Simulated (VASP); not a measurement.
**MgO (pbesol): single point with PBEsol**

**The experiment to reproduce.**

“Electronic structure of alkaline earth and post-transition metal oxides”, 2009, arxiv:0908.1581 quotes, for a bulk crystal of MgO: band gap 7.83 eV.

MgO (pbesol):

```
Mg O
1.0
     0.00000    2.10850    2.10850
     2.10850    0.00000    2.10850
     2.10850    2.10850    0.00000
Mg O
1 1
Cartesian
  0.0000 0.0000 0.0000
  2.1085 2.1085 2.1085
```

```
Program             : VASP 6.6.1
Task                : single point
Functional          : PBEsol
Potentials or basis : VASP PAW PBE potentials, release 64 (Mg, O)
Cutoff              : 520 eV
k mesh              : 8 × 8 × 8
Occupations         : gaussian, width 0.1 eV
Spin                : no spin polarisation
```

```
Pressure               : -0.8 GPa
Band gap on the k mesh : 4.60 eV, direct
```

Levels at points of the mesh, in eV from the valence-band top:
```csv
k point,band 2,band 3,band 4,band 5,band 6,band 7
"(0.00, 0.00, 0.00)",0.00,0.00,0.00,4.60,15.61,15.61
"(0.50, 0.00, 0.00)",-4.66,-0.66,-0.66,7.72,12.46,16.14
"(0.50, 0.50, 0.00)",-4.13,-1.36,-1.36,8.92,9.84,12.94
```

Run time: 6.1 s on 1 thread of Intel(R) Xeon(R) Platinum 8488C (Sapphire Rapids), with other jobs on the host, peak memory 0.14 GiB.

Against the measured gap of MgO, 7.83 eV (quoted in “Electronic structure of alkaline earth and post-transition metal oxides”, 2009, arxiv:0908.1581), the calculated 4.60 eV is off by -3.23 eV. The value is that of PBEsol, without temperature or zero-point motion. Semilocal functionals fall short of measured gaps as a rule.

Caveat: the PAW data sets were made with another functional, which shifts forces and pressure a little.
